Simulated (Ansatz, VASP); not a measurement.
This is a calculation of As for Ansatz 0.2.0.

Contents of input.yaml:

```yaml
crystal:
  lattice:
    - [1.7877446484, -5.3877235979, 0.0]
    - [1.7877446484, 5.3877235979, 0.0]
    - [0.0, 0.0, 4.378749906]
  atoms:
    - { symbol: As, position: [0.39, 0.61, 0.56] }
    - { symbol: As, position: [0.89, 0.11, 0.94] }
    - { symbol: As, position: [0.61, 0.39, 0.44] }
    - { symbol: As, position: [0.11, 0.89, 0.06] }
hamiltonian:
  xc: r2scan
  pseudopotentials: { kind: paw }
kpoints:
  mp_grid: { grid: [8, 8, 6] }
scf:
  occupations: { method: fermi_dirac, width: 0.05 }
output:
  forces: true
  stress: true
  eigenvalues: true
```

Potentials or basis: Ansatz PAW.

Command:

```bash
$ ansatz run input.yaml --threads 2 --pin off --max-ram 5632MiB --backend cpu --events-out ev --progress --plain --runs-dir out
```

**Question.** Set up the same calculation for VASP 6.6.1. Potentials there: VASP PAW PBE potentials, release 64 (As).

**Answer.** As run (the cutoff follows the program's own potentials):

Contents of POSCAR:

```
As
1.0
    1.7877446484     -5.3877235979      0.0000000000
    1.7877446484      5.3877235979      0.0000000000
    0.0000000000      0.0000000000      4.3787499060
As
4
Direct
    0.3900000000      0.6100000000      0.5600000000
    0.8900000000      0.1100000000      0.9400000000
    0.6100000000      0.3900000000      0.4400000000
    0.1100000000      0.8900000000      0.0600000000
```

INCAR.step1

```
PREC = Accurate ; ENCUT = 520
ISMEAR = -1 ; SIGMA = 0.05
LREAL = F ; LASPH = T
NELM = 100 ; NBANDS = 18
GGA = PE ; ALGO = Normal
EDIFF = 1E-4 ; LWAVE = T
LCHARG = F
```

INCAR.step2

```
PREC = Accurate ; ENCUT = 520
EDIFF = 1E-7 ; ISMEAR = -1
SIGMA = 0.05 ; LREAL = F
LASPH = T ; NELM = 100
ALGO = Normal ; ISIF = 2
LWAVE = F ; LCHARG = T
METAGGA = R2SCAN ; LMIXTAU = T
LELF = T ; LVHAR = T
NBANDS = 18 ; ISTART = 1
```

The input KPOINTS:

```
regular mesh
0
Gamma
  8 8 6
```

Potentials or basis: VASP PAW PBE potentials, release 64 (As).

Run with:

```sh
$ cat potpaw_PBE.64/As/POTCAR > POTCAR
$ cp INCAR.step1 INCAR
$ mpirun -np 1 vasp_std > vasp.out
$ cp INCAR.step2 INCAR
$ mpirun -np 1 vasp_std > vasp.out
```

Both were run:

|  | VASP | Ansatz | Ansatz less VASP |
| --- | --- | --- | --- |
| gap on the k mesh at the Fermi level (eV) | 0.13 | 0.13 | +0.004 |
| least direct gap on the mesh (eV) | 0.20 | 0.20 | +0.004 |
| pressure (GPa) | 6.9 | 6.7 | -0.18 |
| traceless stress, the component that is largest in VASP (GPa) | 1.28 | 1.32 | +0.044 |
| rms of the force components (eV/Å) | 0.161 | 0.143 | -0.0178 |

VASP's potentials were made for PBE, not for r2SCAN. Atom by atom the forces differ by 0.029 eV/Å (rms over components). VASP's potentials hold 20 valence electrons a cell and Ansatz's 60, so a difference there can come from the potentials and not from the codes.
